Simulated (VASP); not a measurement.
SiC (Moissanite 3C), 2 atoms in the cell. Symmetry: F-43m, No. 216, cubic system. The conventional cell has a = 4.414 Å, b = 4.414 Å, c = 4.414 Å, α = 90.00°, β = 90.00°, γ = 90.00°. Within 2.5 Å of Si (site symmetry -43m) lie 4 C at 1.91 Å. C (site symmetry -43m) has 4 Si at 1.91 Å within 2.5 Å.  This cell differs from its parent crystal: volume scaled by 1.040.

```yaml
Program: VASP 6.6.1
Task: single point
Functional: PBEsol
Potentials_or_basis: VASP PAW PBE potentials, release 64 (Si, C)
Cutoff: 520 eV
k_mesh: 18 × 18 × 18
Occupations: gaussian, width 0.05 eV
Spin: no spin polarisation
Dipole_correction: no
Further_INCAR_settings: ALGO = Normal; EDIFF = 1e-07; NBANDS = 11
```

Potentials or basis: VASP PAW PBE potentials, release 64 (Si, C).

Launch:

```sh
$ cat potpaw_PBE.64/Si/POTCAR potpaw_PBE.64/C/POTCAR > POTCAR
$ mpirun -np 1 vasp_std > vasp.out
```

Hardware: 1 thread of Intel(R) Xeon(R) Platinum 8175M CPU @ 2.50GHz (Skylake/Cascade Lake) (shared host).

Problem. Estimate the wall time of this run.

Solution. Wall time 27 s on 1 thread of Intel(R) Xeon(R) Platinum 8175M CPU @ 2.50GHz (Skylake/Cascade Lake), on a shared host, peak memory 0.17 GiB. Counts: scf iterations 13, k points 195.
